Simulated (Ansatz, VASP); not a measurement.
## Two plane-wave programs on TaSi2

```
Ta Si
1.0
    -4.76086    0.00000    0.00000
    -2.38043   -4.12303    0.00000
     0.00000    0.00000   13.11157
Ta Si
6 12
Direct
  0.50000 0.00000 0.25000
  0.50000 0.00000 0.75000
  0.00000 0.50000 0.41667
  0.00000 0.50000 0.91667
  0.50000 0.50000 0.08333
  0.50000 0.50000 0.58333
  0.15927 0.68146 0.25000
  0.15927 0.68146 0.75000
  0.31854 0.84073 0.41667
  0.31854 0.84073 0.91667
  0.15927 0.15927 0.08333
  0.15927 0.15927 0.58333
  0.84073 0.31854 0.25000
  0.84073 0.31854 0.75000
  0.68146 0.15927 0.41667
  0.68146 0.15927 0.91667
  0.84073 0.84073 0.08333
  0.84073 0.84073 0.58333
```

Alike in both runs: task single point; functional PBEsol; k mesh 9 × 9 × 3; occupations gaussian, width 0.15 eV; no spin polarisation.

|  | VASP | Ansatz |
| --- | --- | --- |
| version | VASP 6.6.1 | Ansatz 0.2.0 |
| potentials or method | VASP PAW PBE potentials, release 64 (Ta_pv, Si), cutoff 520 eV | scalar-relativistic, plane waves, PAW |
| valence electrons in the cell | 114 | 126 |

Ansatz gave:

```
gap on the k mesh at the Fermi level (eV)                     : none
pressure (GPa)                                                : 0.0
traceless stress, the component that is largest in VASP (GPa) : 0.10
```

Task: Which values does VASP return?

Result: gap on the k mesh at the Fermi level (eV): none; pressure (GPa): 0.4; traceless stress, the component that is largest in VASP (GPa): 0.17.

VASP's potentials were made for PBE, not for PBEsol. A gap of «none» marks a metal or a gap that the smearing closes. VASP's potentials hold 114 valence electrons a cell and Ansatz's 126, so a difference there can come from the potentials and not from the codes.

Neither program's run includes spin-orbit coupling.
